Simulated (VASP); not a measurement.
KF: single point with PBE

The system is KF.

```
K F
1.0
     3.73722    0.00000    0.00000
    -1.86861    3.23653    0.00000
     0.00000    0.00000    6.60049
K F
2 2
Direct
  0.00000 0.00000 0.50000
  0.00000 0.00000 0.00000
  0.66667 0.33333 0.75000
  0.33333 0.66667 0.25000
```

The cell was built from a structure type or drawn by symmetry, and may not be a known phase.

```yaml
Program: VASP 6.6.1
Task: single point
Functional: PBE
Potentials_or_basis: VASP PAW PBE potentials, release 64 (K_sv, F)
Cutoff: 520 eV
k_mesh: 6 × 6 × 4
Occupations: gaussian, width 0.02 eV
Spin: no spin polarisation
Dipole_correction: no
Further_INCAR_settings: ALGO = Normal; EDIFF = 1e-06; NBANDS = 24
```

```yaml
Pressure: 0.0 GPa
Band_gap_on_the_k_mesh: 5.89 eV
```

Levels at points of the mesh, in eV from the valence-band top:
| k point | band 12 | band 13 | band 14 | band 15 | band 16 | band 17 | band 18 | band 19 | band 20 | band 21 |
| --- | --- | --- | --- | --- | --- | --- | --- | --- | --- | --- |
| (0.00, 0.00, 0.00) | -0.25 | -0.25 | -0.08 | 0.00 | 0.00 | 5.89 | 8.95 | 9.08 | 9.97 | 10.84 |
| (0.50, 0.00, 0.00) | -0.46 | -0.31 | -0.26 | -0.16 | -0.07 | 8.13 | 9.53 | 9.59 | 9.90 | 10.18 |
| (0.00, 0.00, 0.50) | -0.46 | -0.13 | -0.13 | -0.13 | -0.13 | 7.17 | 7.17 | 9.94 | 9.94 | 11.19 |
| (0.50, 0.00, 0.50) | -0.52 | -0.28 | -0.28 | -0.19 | -0.19 | 8.72 | 8.72 | 10.16 | 10.16 | 11.35 |

Run time: 60 s on 1 thread of Intel Xeon 8259CL, with other jobs on the host, peak memory 0.2 GiB.

A k mesh can miss the band edges.
